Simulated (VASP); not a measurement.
# AgCl (F-43m) in VASP: a series of runs

AgCl is run at these levels: r2SCAN; tasks: single point.

Program: VASP 6.6.1. These are calculated values, not measurements. Logs are shortened: lines on timing, memory, paths and dates and some standing lists are left out, and cuts for length are marked.

## Step 1: The cell of the first run

The structure is cubic, space group F-43m (No. 216). The conventional cell has a = 5.864 Å, b = 5.864 Å, c = 5.864 Å, α = 90.00°, β = 90.00°, γ = 90.00°. Within 3.4 Å of Ag (site symmetry -43m) lie 4 Cl at 2.54 Å. Within 3.4 Å of Cl (site symmetry -43m) lie 4 Ag at 2.54 Å.

## Step 2: Single point, r2SCAN (volume changed by -6%)

POSCAR reads:

```
AgCl
1.0
    0.0000000000      2.9321428647      2.9321428647
    2.9321428647      0.0000000000      2.9321428647
    2.9321428647      2.9321428647      0.0000000000
Ag Cl
1 1
Direct
    0.0000000000      0.0000000000      0.0000000000
    0.2500000000      0.2500000000      0.2500000000
```

INCAR.step1 reads:

```
SYSTEM = AgCl
ALGO = Normal
EDIFF = 1E-4
ENCUT = 520
GGA = PE
ISMEAR = 0
LASPH = .True.
LCHARG = .False.
LREAL = .False.
LWAVE = .True.
NBANDS = 16
NELM = 80
PREC = Accurate
SIGMA = 0.01
```

INCAR.step2 reads:

```
SYSTEM = AgCl
ALGO = Normal
EDIFF = 1E-7
ENCUT = 520
ISIF = 2
ISMEAR = 0
ISTART = 1
LASPH = .True.
LCHARG = .True.
LELF = .True.
LMIXTAU = .True.
LREAL = .False.
LVHAR = .True.
LWAVE = .False.
METAGGA = R2SCAN
NBANDS = 16
NELM = 80
PREC = Accurate
SIGMA = 0.01
```

KPOINTS reads:

```
k-points
0
Gamma
  6 6 6
  0 0 0
```

Potentials or basis: VASP PAW PBE potentials, release 64 (Ag, Cl).

The run is started by

```
$ cat potpaw_PBE.64/Ag/POTCAR potpaw_PBE.64/Cl/POTCAR > POTCAR
$ cp INCAR.step1 INCAR
$ mpirun -np 1 vasp_std > vasp.out
$ cp INCAR.step2 INCAR
$ mpirun -np 1 vasp_std > vasp.out
```

OUTCAR:

```text
SYSTEM = AgCl
   EDIFF = 1E-7
   ENCUT = 520
   ISIF = 2
   ISMEAR = 0
   ISTART = 1
   LASPH = .True.
   LREAL = .False.
   METAGGA = R2SCAN
   NELM = 80
   PREC = Accurate

 ion  position               nearest neighbor table
   1  0.000  0.000  0.000-   2 2.54   2 2.54   2 2.54   2 2.54
   2  0.250  0.250  0.250-   1 2.54   1 2.54   1 2.54   1 2.54

  LATTYP: Found a face centered cubic cell.
 ALAT       =     5.8642857294

  Lattice vectors:

 A1 = (   0.0000000000,   2.9321428647,   2.9321428647)
 A2 = (   2.9321428647,   0.0000000000,   2.9321428647)
 A3 = (   2.9321428647,   2.9321428647,   0.0000000000)

Analysis of symmetry for initial positions (statically):
=====================================================================
 Subroutine PRICEL returns:
 Original cell was already a primitive cell.

 Routine SETGRP: Setting up the symmetry group for a
 face centered cubic supercell.

 Subroutine GETGRP returns: Found 24 space group operations
 (whereof 24 operations were pure point group operations)
 out of a pool of 48 trial point group operations.

The static configuration has the point symmetry T_d .

Analysis of symmetry for dynamics (positions and initial velocities):
=====================================================================
 Subroutine PRICEL returns:
 Original cell was already a primitive cell.

 Routine SETGRP: Setting up the symmetry group for a
 face centered cubic supercell.

 Subroutine GETGRP returns: Found 24 space group operations
 (whereof 24 operations were pure point group operations)
 out of a pool of 48 trial point group operations.

The dynamic configuration has the point symmetry T_d .

 Subroutine INISYM returns: Found 24 space group operations
 (whereof 24 operations are pure point group operations),
 and found     1 'primitive' translations

----------------------------------------------------------------------------------------

                                     Primitive cell

  volume of cell :      50.4180

  direct lattice vectors                    reciprocal lattice vectors
     0.000000000  2.932142865  2.932142865    -0.170523751  0.170523751  0.170523751
     2.932142865  0.000000000  2.932142865     0.170523751 -0.170523751  0.170523751
     2.932142865  2.932142865  0.000000000     0.170523751  0.170523751 -0.170523751

  length of vectors
     4.146676206  4.146676206  4.146676206     0.295355801  0.295355801  0.295355801

  position of ions in fractional coordinates (direct lattice)
     0.000000000  0.000000000  0.000000000
     0.250000000  0.250000000  0.250000000

  ion indices of the primitive-cell ions
   primitive index   ion index
                 1           1
                 2           2

----------------------------------------------------------------------------------------

 KPOINTS: k-points

Automatic generation of k-mesh.
 Grid dimensions read from file:
 generate k-points for:    6    6    6

 Generating k-lattice:

  Cartesian coordinates                     Fractional coordinates (reciprocal lattice)
    -0.028420625  0.028420625  0.028420625     0.166666667  0.000000000  0.000000000
     0.028420625 -0.028420625  0.028420625     0.000000000  0.166666667  0.000000000
     0.028420625  0.028420625 -0.028420625     0.000000000  0.000000000  0.166666667

  Length of vectors
     0.049225967  0.049225967  0.049225967

  Shift w.r.t. Gamma in fractional coordinates (k-lattice)
     0.000000000  0.000000000  0.000000000

 Subroutine IBZKPT returns following result:
 ===========================================

 Found     16 irreducible k-points:

 Following reciprocal coordinates:
            Coordinates               Weight
  0.000000  0.000000  0.000000      1.000000
  0.166667  0.000000  0.000000      8.000000
  0.333333  0.000000  0.000000      8.000000
  0.500000  0.000000  0.000000      4.000000
  0.166667  0.166667  0.000000      6.000000
  0.333333  0.166667  0.000000     24.000000
[... 8 lines left out ...]
 -0.333333  0.333333  0.166667     24.000000
 -0.333333  0.500000  0.166667     12.000000
   k-points           NKPTS =     16   k-points in BZ     NKDIM =     16   number of bands    NBANDS=     16
   number of dos      NEDOS =    301   number of ions     NIONS =      2
   total plane-waves  NPLWV =  32768
   dimension x,y,z NGX =    32 NGY =   32 NGZ =   32
   dimension x,y,z NGXF=    64 NGYF=   64 NGZF=   64
   ions per type =               1   1
   NGX,Y,Z   is equivalent  to a cutoff of  12.83, 12.83, 12.83 a.u.
   NGXF,Y,Z  is equivalent  to a cutoff of  25.66, 25.66, 25.66 a.u.
 SYSTEM =  AgCl
   PREC   = accura    normal or accurate (medium, high low for compatibility)
   ISTART =      1    job   : 0-new  1-cont  2-samecut
   ICHARG =      0    charge: 1-file 2-atom 10-const
   ISPIN  =      1    spin polarized calculation?
   LNONCOLLINEAR =      F non collinear calculations
   LSORBIT =      F    spin-orbit coupling
   LASPH  =      T    aspherical Exc in radial PAW
   ENCUT  =  520.0 eV  38.22 Ry    6.18 a.u.   7.71  7.71  7.71*2*pi/ulx,y,z
   NELM   =     80;   NELMIN=  2; NELMDL=  0     # of ELM steps
   EDIFF  = 0.1E-06   stopping-criterion for ELM
   LREAL  =      F    real-space projection
   EDIFFG = 0.1E-05   stopping-criterion for IOM
   NSW    =      0    number of steps for IOM
   IBRION =     -1    ionic relax: 0-MD 1-quasi-New 2-CG
   NFREE  =      0    steps in history (QN), initial steepest desc. (CG)
   ISIF   =      2    stress and relaxation
   ISYM   =      2    0-nonsym 1-usesym 2-fastsym
   POTIM  = 0.5000    time-step for ionic-motion
   TEBEG  =    0.0;   TEEND  =   0.0 temperature during run
   PSTRESS=    0.0 pullay stress
   NELECT =      18.0000    total number of electrons
   NUPDOWN=      -1.0000    fix difference up-down
   EMIN   =  10.00;   EMAX   =-10.00  energy-range for DOS
   EFERMI =   0.00;   METHOD = LEGACY
   ISMEAR =     0;   SIGMA  =   0.01  broadening in eV -4-tet -1-fermi 0-gaus
   EFERMI_NEDOS =   21; number of points for ismear=-14 and -15
   IALGO  =     38    algorithm
   IMIX   =      4    mixing-type and parameters
     AMIX     =   0.40;   BMIX     =  1.00
     AMIX_MAG =   1.60;   BMIX_MAG =  1.00
  volume/ion in A,a.u.               =      25.21       170.12
  Fermi-wavevector in a.u.,A,eV,Ry     =   1.161370  2.194671 18.351264  1.348780
  Thomas-Fermi vector in A             =   2.297943
   LORBIT       =      0    0 simple, 1 ext, 2 COOP (PROOUT), +10 PAW based schemes
   METAGGA = R2SCAN    functional components
   LHFCALC =     F    Hartree Fock is set to
   AEXX    =    0.0000 exact exchange contribution
   IVDW    =     0    specifies the selected vdW correction
   LEPSILON=     F    determine dielectric tensor
   LRPA    =     F    only Hartree local field effects (RPA)
 non-spin polarized calculation
 Gauss-broadening in eV      SIGMA  =   0.01
  energy-cutoff  :      520.00
  volume of cell :       50.42
 maximum number of plane-waves:      1380
   NGX = 15   NGY = 15   NGZ = 15

 number of electron      18.0000004 magnetization

 Free energy of the ion-electron system (eV)
  ---------------------------------------------------
  ext. energy  EPLUGINS =         0.00000000
  ---------------------------------------------------
  free energy    TOTEN  =       -28.51989364 eV

  energy without entropy =      -28.51989364  energy(sigma->0) =      -28.51989364

 E-fermi :   2.2135     XC(G=0):  -9.4250

 val. band max:        2.1334749773   @ k =   0.0000   0.0000   0.0000
 cond. band min:       3.6576168263   @ k =   0.0000   0.0000   0.0000
 fundamental gap:      1.5241418490
 Fermi energy:         2.2135056112

 k-point     1 :       0.0000    0.0000    0.0000
  band No.  band energies     occupation
      1     -13.7758      2.00000
      2      -2.5012      2.00000
      3      -2.5012      2.00000
      4      -2.5012      2.00000
      5      -0.2216      2.00000
      6      -0.2216      2.00000
[... 8 lines left out ...]
     15      15.3851      0.00000
     16      15.6355      0.00000

 k-point     2 :       0.1667    0.0000    0.0000
  band No.  band energies     occupation
      1     -13.7236      2.00000
      2      -2.5711      2.00000
      3      -2.4437      2.00000
      4      -2.4437      2.00000
      5      -0.2284      2.00000
      6      -0.2284      2.00000
[... 8 lines left out ...]
     15      14.5614      0.00000
     16      15.4947      0.00000

 k-point     3 :       0.3333    0.0000    0.0000
  band No.  band energies     occupation
      1     -13.6175      2.00000
      2      -2.6143      2.00000
      3      -2.3336      2.00000
      4      -2.3336      2.00000
      5      -0.1955      2.00000
      6      -0.1955      2.00000
[... 8 lines left out ...]
     15      14.8914      0.00000
     16      14.8914      0.00000

 k-point     4 :       0.5000    0.0000    0.0000
  band No.  band energies     occupation
      1     -13.5637      2.00000
      2      -2.5726      2.00000
      3      -2.2827      2.00000
      4      -2.2827      2.00000
      5      -0.1444      2.00000
      6      -0.1444      2.00000
[... 8 lines left out ...]
     15      16.2339      0.00000
     16      16.2339      0.00000
[... 172 lines left out ...]
 k-point    14 :       0.5000    0.3333    0.1667
  band No.  band energies     occupation
      1     -13.5482      2.00000
      2      -2.6314      2.00000
      3      -2.2505      2.00000
      4      -2.1171      2.00000
      5      -0.2626      2.00000
      6      -0.1417      2.00000
[... 8 lines left out ...]
     15      16.4675      0.00000
     16      16.5136      0.00000

 k-point    15 :      -0.3333    0.3333    0.1667
  band No.  band energies     occupation
      1     -13.5129      2.00000
      2      -2.4752      2.00000
      3      -2.3138      2.00000
      4      -2.0213      2.00000
      5      -0.3149      2.00000
      6      -0.1354      2.00000
[... 8 lines left out ...]
     15      15.7140      0.00000
     16      16.7725      0.00000

 k-point    16 :      -0.3333    0.5000    0.1667
  band No.  band energies     occupation
      1     -13.4958      2.00000
      2      -2.6505      2.00000
      3      -2.1291      2.00000
      4      -1.9133      2.00000
      5      -0.2282      2.00000
      6      -0.0315      2.00000
[... 8 lines left out ...]
     15      16.3939      0.00000
     16      16.4571      0.00000

------------------------ aborting loop because EDIFF is reached ----------------------------------------

  FORCE on cell =-STRESS in cart. coord.  units (eV):
  Direction    XX          YY          ZZ          XY          YZ          ZX
  --------------------------------------------------------------------------------------
  -------------------------------------------------------------------------------------
  Total        0.7796727      0.7796727      0.7796727      0.0000000      0.0000000      0.0000000
  in kB       24.7763634     24.7763634     24.7763634      0.0000000      0.0000000      0.0000000
  external PRESSURE =      24.7763634 kB  Pullay stress =       0.0000000 kB

 VOLUME and BASIS-vectors are now :
 -----------------------------------------------------------------------------
  energy-cutoff  :      520.00
  volume of cell :       50.42
      direct lattice vectors                 reciprocal lattice vectors
     0.000000000  2.932142865  2.932142865    -0.170523751  0.170523751  0.170523751
     2.932142865  0.000000000  2.932142865     0.170523751 -0.170523751  0.170523751
     2.932142865  2.932142865  0.000000000     0.170523751  0.170523751 -0.170523751

 POSITION                                       TOTAL-FORCE (eV/Angst)
 -----------------------------------------------------------------------------------
      0.00000      0.00000      0.00000         0.000000      0.000000     -0.000000
      1.46607      1.46607      1.46607        -0.000000     -0.000000      0.000000
 -----------------------------------------------------------------------------------
    total drift:                               -0.000001     -0.000001     -0.000001

  FREE ENERGIE OF THE ION-ELECTRON SYSTEM (eV)
  ---------------------------------------------------
  free  energy   TOTEN  =       -28.5198936418 eV

  energy  without entropy=      -28.5198936418  energy(sigma->0) =      -28.51989364
```

It took 44 s on 1 thread of AMD EPYC 9R45 (Zen 5), shared host; peak memory 0.16 GiB.

What came out:

- Free energy: -28.5199 eV
- Pressure: 2.5 GPa
- Band gap on the k mesh: 1.52 eV, direct

Caveat: the PAW data sets were made with another functional, which shifts forces and pressure a little.

## Step 3: Single point, r2SCAN (volume changed by -3%)

POSCAR reads:

```
AgCl
1.0
    0.0000000000      2.9630097947      2.9630097947
    2.9630097947      0.0000000000      2.9630097947
    2.9630097947      2.9630097947      0.0000000000
Ag Cl
1 1
Direct
    0.0000000000      0.0000000000      0.0000000000
    0.2500000000      0.2500000000      0.2500000000
```

INCAR.step1 reads:

```
SYSTEM = AgCl
PREC = Accurate
ENCUT = 520
ISMEAR = 0
SIGMA = 0.01
LREAL = .FALSE.
LASPH = .TRUE.
NELM = 80
NBANDS = 16
GGA = PE
ALGO = Normal
EDIFF = 1E-4
LWAVE = .TRUE.
LCHARG = .FALSE.
```

INCAR.step2 reads:

```
SYSTEM = AgCl
PREC = Accurate
ENCUT = 520
EDIFF = 1E-6
ISMEAR = 0
SIGMA = 0.01
LREAL = .FALSE.
LASPH = .TRUE.
NELM = 80
ALGO = Normal
ISIF = 2
LWAVE = .FALSE.
LCHARG = .TRUE.
METAGGA = R2SCAN
LMIXTAU = .TRUE.
LELF = .TRUE.
LVHAR = .TRUE.
NBANDS = 16
ISTART = 1
```

KPOINTS reads:

```
Automatic mesh
0
G
  6 6 6
  0 0 0
```

Potentials or basis: VASP PAW PBE potentials, release 64 (Ag, Cl).

The run is started by

```
$ cat potpaw_PBE.64/Ag/POTCAR potpaw_PBE.64/Cl/POTCAR > POTCAR
$ cp INCAR.step1 INCAR
$ mpirun -np 1 vasp_std > vasp.out
$ cp INCAR.step2 INCAR
$ mpirun -np 1 vasp_std > vasp.out
```

Wall time 33 s (1 thread of AMD EPYC 9R45 (Zen 5), shared host); peak memory 0.15 GiB.

Results (log left out):

| Property | Result |
| --- | --- |
| Free energy | -28.5382 eV |
| Pressure | 1.1 GPa |
| Band gap on the k mesh | 1.56 eV, direct |

Levels at points of the mesh, in eV from the valence-band top:
```tsv
k point	band 6	band 7	band 8	band 9	band 10	band 11	band 12	band 13
(0.00, 0.00, 0.00)	-2.24	0.00	0.00	0.00	1.56	8.64	8.64	8.64
(0.50, 0.00, 0.00)	-2.16	-2.07	-0.62	-0.62	4.21	7.03	8.93	8.93
(0.50, 0.50, 0.00)	-2.07	-1.79	-1.44	-1.44	5.03	6.02	8.98	11.46
```

Caveat: the PAW data sets were made with another functional, which shifts forces and pressure a little.
